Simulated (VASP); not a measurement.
# Nd2Y2Cl (Amm2) in VASP: single point with PBE

Aim: the single point of Nd2Y2Cl with PBE.

All numbers are computed with VASP 6.6.1; they aren't measurements. Logs are shortened: lines on timing, memory, paths and dates and some standing lists are left out, and cuts for length are marked.

### 1 The cell of the first run

Symmetry: Amm2, No. 38, orthorhombic system. Conventional cell: a = 7.112 Å, b = 9.157 Å, c = 6.810 Å, α = 90.00°, β = 90.00°, γ = 90.00°. Within 3.8 Å of Nd (site symmetry m) lie 1 Cl at 2.91 Å and 4 Y at 3.46 to 3.47 Å and 2 Nd at 3.54 to 3.57 Å. Within 3.6 Å of Y (site symmetry m) lie 2 Cl at 2.77 to 3.08 Å and 4 Nd at 3.46 to 3.47 Å and 3 Y at 3.55 to 3.56 Å. Within 3.6 Å of Cl (site symmetry mm2) lie 4 Y at 2.77 to 3.08 Å and 2 Nd at 2.91 Å.

The cell was generated, and may not be a known phase.

### 2 Single point, PBE

Input file INCAR:

```
SYSTEM = Nd2Y2Cl
PREC = Accurate
ENCUT = 500
EDIFF = 1E-6
ISMEAR = 0
SIGMA = 0.2
LREAL = .False.
LASPH = .True.
NELM = 200
ALGO = Normal
ISIF = 2
LWAVE = .False.
LCHARG = .False.
GGA = PE
NBANDS = 34
GGA_COMPAT = .False.
LMAXMIX = 6
```

Input file KPOINTS:

```
Automatic mesh
0
Gamma
  3 4 4
  0 0 0
```

Input file POSCAR:

```
Nd2Y2Cl
1.0
    7.1118899037      0.0000000000      0.0000000000
    0.0000000000      4.5786246799      3.4048785599
    0.0000000000     -4.5786246799      3.4048785599
Nd Y Cl
2 2 1
Direct
    0.7510169932      0.0664025259      0.0664025259
    0.2489830068      0.0664025259      0.0664025259
    0.0000000000      0.5225582080     -0.0886081771
    0.0000000000     -0.0886081771      0.5225582080
    0.0000000000      0.4055171573      0.4055171573
```

Potentials or basis: VASP PAW PBE potentials, release 64 (Nd_3, Y_sv, Cl), 4f in core.

The run is started by

```
> cat potpaw_PBE.64/Nd_3/POTCAR potpaw_PBE.64/Y_sv/POTCAR potpaw_PBE.64/Cl/POTCAR > POTCAR
> mpirun -np 1 vasp_std > vasp.out
```

OUTCAR:

```text
SYSTEM = Nd2Y2Cl
   PREC = Accurate
   ENCUT = 500
   EDIFF = 1E-6
   ISMEAR = 0
   LREAL = .False.
   LASPH = .True.
   NELM = 200
   ISIF = 2
   GGA = PE

 ion  position               nearest neighbor table
   1  0.751  0.066  0.066-   5 2.91   4 3.46   3 3.46   4 3.47   3 3.47   2 3.54   2 3.57
   2  0.249  0.066  0.066-   5 2.91   4 3.46   3 3.46   4 3.47   3 3.47   1 3.54   1 3.57
   3  0.000  0.523  0.911-   5 2.77   5 3.08   1 3.46   2 3.46   1 3.47   2 3.47   4 3.55   4 3.55
                             4 3.56
   4  0.000  0.911  0.523-   5 2.77   5 3.08   1 3.46   2 3.46   1 3.47   2 3.47   3 3.55   3 3.55
                             3 3.56
   5  0.000  0.406  0.406-   4 2.77   3 2.77   1 2.91   2 2.91   3 3.08   4 3.08

  LATTYP: Found a base centered orthorhombic cell.
 ALAT       =     6.8097571198
 B/A-ratio  =     1.3447248116
 C/A-ratio  =     1.0443676299

  Lattice vectors:

 A1 = (   0.0000000000,   4.5786246799,   3.4048785599)
 A2 = (   0.0000000000,  -4.5786246799,   3.4048785599)
 A3 = (   7.1118899037,   0.0000000000,   0.0000000000)

Analysis of symmetry for initial positions (statically):
=====================================================================
 Subroutine PRICEL returns:
 Original cell was already a primitive cell.

 Routine SETGRP: Setting up the symmetry group for a
 base centered orthorhombic supercell.

 Subroutine GETGRP returns: Found  4 space group operations
 (whereof  4 operations were pure point group operations)
 out of a pool of  8 trial point group operations.

The static configuration has the point symmetry C_2v.

Analysis of symmetry for dynamics (positions and initial velocities):
=====================================================================
 Subroutine PRICEL returns:
 Original cell was already a primitive cell.

 Routine SETGRP: Setting up the symmetry group for a
 base centered orthorhombic supercell.

 Subroutine GETGRP returns: Found  4 space group operations
 (whereof  4 operations were pure point group operations)
 out of a pool of  8 trial point group operations.

The dynamic configuration has the point symmetry C_2v.

 Subroutine INISYM returns: Found  4 space group operations
 (whereof  4 operations are pure point group operations),
 and found     1 'primitive' translations

----------------------------------------------------------------------------------------

                                     Primitive cell

  volume of cell :     221.7439

[... 86 lines left out ...]
   NSW    =      0    number of steps for IOM
   IBRION =     -1    ionic relax: 0-MD 1-quasi-New 2-CG
   NFREE  =      0    steps in history (QN), initial steepest desc. (CG)
   ISIF   =      2    stress and relaxation
   ISYM   =      2    0-nonsym 1-usesym 2-fastsym
   POTIM  = 0.5000    time-step for ionic-motion
   TEBEG  =    0.0;   TEEND  =   0.0 temperature during run
   PSTRESS=    0.0 pullay stress
   NELECT =      51.0000    total number of electrons
   NUPDOWN=      -1.0000    fix difference up-down
   EMIN   =  10.00;   EMAX   =-10.00  energy-range for DOS
   EFERMI =   0.00;   METHOD = LEGACY
   ISMEAR =     0;   SIGMA  =   0.20  broadening in eV -4-tet -1-fermi 0-gaus
   EFERMI_NEDOS =   21; number of points for ismear=-14 and -15
   IALGO  =     38    algorithm
   IMIX   =      4    mixing-type and parameters
     AMIX     =   0.40;   BMIX     =  1.00
     AMIX_MAG =   1.60;   BMIX_MAG =  1.00
  volume/ion in A,a.u.               =      44.35       299.28
  Fermi-wavevector in a.u.,A,eV,Ry     =   1.003031  1.895454 13.688428  1.006071
  Thomas-Fermi vector in A             =   2.135556
   LORBIT       =      0    0 simple, 1 ext, 2 COOP (PROOUT), +10 PAW based schemes
   GGA     = PE    functional components
   LHFCALC =     F    Hartree Fock is set to
   AEXX    =    0.0000 exact exchange contribution
   IVDW    =     0    specifies the selected vdW correction
   LEPSILON=     F    determine dielectric tensor
   LRPA    =     F    only Hartree local field effects (RPA)
 non-spin polarized calculation
 Gauss-broadening in eV      SIGMA  =   0.20
  energy-cutoff  :      500.00
  volume of cell :      221.74
 maximum number of plane-waves:      5651
 NGX is ok and might be reduce to    54
   NGX = 25   NGY = 21   NGZ = 21

 number of electron      50.9999997 magnetization

 Free energy of the ion-electron system (eV)
  ---------------------------------------------------
  ext. energy  EPLUGINS =         0.00000000
  ---------------------------------------------------
  free energy    TOTEN  =       -23.02676674 eV

  energy without entropy =      -22.84338509  energy(sigma->0) =      -22.93507592

 E-fermi :   1.7014     XC(G=0):  -7.7992

 val. band max:        1.6712547386   @ k =   0.0000   0.0000   0.0000
 cond. band min:       1.7050730996   @ k =   0.0000   0.5000   0.0000
 fundamental gap:      0.0338183610
 Fermi energy:         1.7014472388

 k-point     1 :       0.0000    0.0000    0.0000
  band No.  band energies     occupation
      1     -41.2985      2.00000
      2     -41.2614      2.00000
      3     -36.6767      2.00000
      4     -36.6183      2.00000
      5     -21.4737      2.00000
      6     -21.4627      2.00000
[... 507 lines left out ...]
     33       3.3425      0.00000
     34       3.5761      0.00000

------------------------ aborting loop because EDIFF is reached ----------------------------------------

  FORCE on cell =-STRESS in cart. coord.  units (eV):
  Direction    XX          YY          ZZ          XY          YZ          ZX
  --------------------------------------------------------------------------------------
  -------------------------------------------------------------------------------------
  Total        0.1104673      0.0223323     -0.1009103      0.0000000      0.0000000      0.0000000
  in kB        0.7981650      0.1613588     -0.7291123      0.0000000      0.0000000      0.0000000
  external PRESSURE =       0.0768038 kB  Pullay stress =       0.0000000 kB

 VOLUME and BASIS-vectors are now :
 -----------------------------------------------------------------------------
  energy-cutoff  :      500.00
  volume of cell :      221.74
      direct lattice vectors                 reciprocal lattice vectors
     7.111889904  0.000000000  0.000000000     0.140609601  0.000000000  0.000000000
     0.000000000  4.578624680  3.404878560     0.000000000  0.109203098  0.146848115
     0.000000000 -4.578624680  3.404878560     0.000000000 -0.109203098  0.146848115

 POSITION                                       TOTAL-FORCE (eV/Angst)
 -----------------------------------------------------------------------------------
      5.34115      0.00000      0.45219        -0.047016      0.000000      0.010996
      1.77074      0.00000      0.45219         0.047016      0.000000      0.010996
      0.00000     -1.78032      4.88243         0.000000     -0.036201      0.002672
      0.00000      1.78032      4.88243         0.000000      0.036201      0.002672
      0.00000      0.00000      2.76147         0.000000      0.000000     -0.027336
 -----------------------------------------------------------------------------------
    total drift:                                0.000000      0.000000      0.000068

  FREE ENERGIE OF THE ION-ELECTRON SYSTEM (eV)
  ---------------------------------------------------
  free  energy   TOTEN  =       -23.0267667399 eV

  energy  without entropy=      -22.8433850917  energy(sigma->0) =      -22.93507592
```

OSZICAR:

```text
N       E                     dE             d eps       ncg     rms          rms(c)
DAV:   1     0.394595537443E+03    0.39460E+03   -0.22925E+04   952   0.129E+03
DAV:   2     0.132648357519E+02   -0.38133E+03   -0.37071E+03  1100   0.342E+02
DAV:   3    -0.214874305986E+02   -0.34752E+02   -0.33881E+02  1464   0.728E+01
DAV:   4    -0.252757818675E+02   -0.37884E+01   -0.37534E+01  1584   0.224E+01
DAV:   5    -0.254162803253E+02   -0.14050E+00   -0.14034E+00  1432   0.398E+00    0.323E+01
DAV:   6    -0.231397847156E+02    0.22765E+01   -0.72502E+00  1248   0.920E+00    0.203E+01
DAV:   7    -0.230818019215E+02    0.57983E-01   -0.25773E+00  1344   0.561E+00    0.379E+00
DAV:   8    -0.230269041056E+02    0.54898E-01   -0.55643E-01  1304   0.234E+00    0.333E+00
DAV:   9    -0.230273861345E+02   -0.48203E-03   -0.89650E-02  1384   0.128E+00    0.538E-01
DAV:  10    -0.230266984095E+02    0.68772E-03   -0.14417E-02  1232   0.514E-01    0.290E-01
DAV:  11    -0.230266750697E+02    0.23340E-04   -0.18818E-03  1344   0.217E-01    0.888E-02
DAV:  12    -0.230267396519E+02   -0.64582E-04   -0.35142E-04  1456   0.673E-02    0.411E-02
DAV:  13    -0.230267511124E+02   -0.11461E-04   -0.55045E-05  1312   0.301E-02    0.163E-02
DAV:  14    -0.230267671491E+02   -0.16037E-04   -0.22052E-05  1048   0.172E-02    0.109E-02
DAV:  15    -0.230267667399E+02    0.40917E-06   -0.53424E-06  1088   0.853E-03
   1 F= -.23026767E+02 E0= -.22935076E+02  d E =-.183382E+00
```

stdout:

```text
POSCAR found type information on POSCAR NdY Cl
 POSCAR found :  3 types and       5 ions
 scaLAPACK will be used
 LDA part: xc-table for (Slater+PW92), standard interpolation
 POSCAR, INCAR and KPOINTS ok, starting setup
 FFT: planning ... GRIDC
 FFT: planning ... GRID_SOFT
 FFT: planning ... GRID
 WAVECAR not read
 entering main loop
```

Run time: 2.6 min. Hardware: 1 thread of Intel Xeon 6975P-C (Granite Rapids), shared host; peak memory 0.35 GiB.

What came out:

```yaml
Free_energy: -23.0268 eV
Pressure: 0.0 GPa
Largest_force: 0.048 eV/Å
Band_gap_on_the_k_mesh: zero (an odd number of electrons rules out a gap without spin polarisation)
```

Forces in eV/Å, atoms in the order of the input:
```
Nd  -0.047  0.000  0.011
Nd   0.047  0.000  0.011
Y    0.000 -0.036  0.003
Y    0.000  0.036  0.003
Cl   0.000  0.000 -0.027
```

Caveat: spin-orbit coupling is left out, which moves the levels of the heavy elements; the 4f electrons are frozen in the core, so they carry no moment and show no levels; the run has no spin polarisation, though such a crystal can be magnetic. Spin polarisation is off, so any magnetic state and its effect on volume and gap are missing.

The gap in the log of VASP goes by the Fermi energy; the results here count the filled bands.